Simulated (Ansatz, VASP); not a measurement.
## One calculation of ZrSc3F2, two programs

```
Zr Sc F
1.0
     3.01923    0.00000    0.00000
     0.00000    5.20619    0.00000
     0.00000    0.00000    8.20590
Zr Sc F
1 3 2
Direct
  0.50000 0.00000 0.00000
  0.00000 0.00000 0.32625
  0.00000 0.00000 0.67375
  0.00000 0.50000 0.00000
  0.50000 0.77754 0.50000
  0.50000 0.22246 0.50000
```

Alike in both runs: task relaxation of cell and atoms; functional PBE; k mesh 6 × 4 × 2; occupations gaussian, width 0.1 eV; no spin polarisation.

|  | VASP | Ansatz |
| --- | --- | --- |
| version | VASP 6.6.1 | Ansatz 0.2.0 |
| potentials or method | VASP PAW PBE potentials, release 64 (Zr_sv, Sc_sv, F), cutoff 600 eV | scalar-relativistic, plane waves, PAW |
| valence electrons in the cell | 59 | 59 |

|  | VASP | Ansatz | Ansatz less VASP |
| --- | --- | --- | --- |
| gap on the k mesh at the Fermi level, each at its own relaxed structure (eV) | none | none | - |
| relaxed volume (Å³/atom) | 21.44 | 21.46 | +0.028 |
| relaxed cell length with the largest relative difference (Å) | 5.252 | 5.261 | +0.0092 |

A gap of «none» marks a metal or a gap that the smearing closes.

The k mesh is coarse, so the values compare programs but aren't converged.
